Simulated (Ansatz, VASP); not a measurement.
**One calculation of ZrC, two programs**

```
Zr C
1.0
     0.00000    2.33444    2.33444
     2.33444    0.00000    2.33444
     2.33444    2.33444    0.00000
Zr C
1 1
Direct
  0.50000 0.50000 0.50000
  0.00000 0.00000 0.00000
```

Change from the starting cell: volume scaled by 0.98, PAW files.

Alike in both runs: task electric field gradients; functional PBEsol; k mesh 15 × 15 × 15; occupations fermi-dirac, width 0.05 eV; no spin polarisation.

```csv
,VASP,Ansatz
version,VASP 6.6.1,Ansatz 0.2.0
potentials or method,"VASP PAW PBE potentials, release 64 (Zr_sv, C)","PAW with Ansatz's default frozen-core files, scalar-relativistic"
plane-wave cutoff (eV),520,420
valence electrons in the cell,16,16
```

|  | VASP | Ansatz | Ansatz less VASP |
| --- | --- | --- | --- |
| pressure (GPa) | 0.4 | 0.0 | -0.38 |

VASP's potentials were made for PBE, not for PBEsol.
